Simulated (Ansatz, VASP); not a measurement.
**Cu: VASP beside Ansatz**

```
Cu
1.0
     2.56725    0.00000    0.00000
    -1.28363    2.22330    0.00000
     0.00000    0.00000   16.76718
Cu
8
Direct
  0.00000 0.00000 0.99986
  0.33333 0.66667 0.12495
  0.00000 0.00000 0.24992
  0.66667 0.33333 0.37483
  0.00000 0.00000 0.50017
  0.66667 0.33333 0.62508
  0.33333 0.66667 0.75005
  0.66667 0.33333 0.87514
```

Alike in both runs: functional PBE; k mesh 18 × 18 × 3; occupations gaussian, width 0.1 eV; no spin polarisation.

Ansatz relaxed the structure, and its values are those at the end. VASP's run is a single point on that final structure, the one shown.

```csv
,VASP,Ansatz
version,VASP 6.6.1,Ansatz 0.2.0
potentials or method,"VASP PAW PBE potentials, release 64 (Cu), cutoff 520 eV","scalar-relativistic, plane waves, PAW"
valence electrons in the cell,88,152
```

|  | VASP | Ansatz | Ansatz less VASP |
| --- | --- | --- | --- |
| gap on the k mesh at the Fermi level (eV) | none | none | - |
| pressure (GPa) | 0.5 | 0.0 | -0.47 |

A gap of «none» marks a metal or a gap that the smearing closes. VASP's potentials hold 88 valence electrons a cell and Ansatz's 152, so a difference there can come from the potentials and not from the codes.
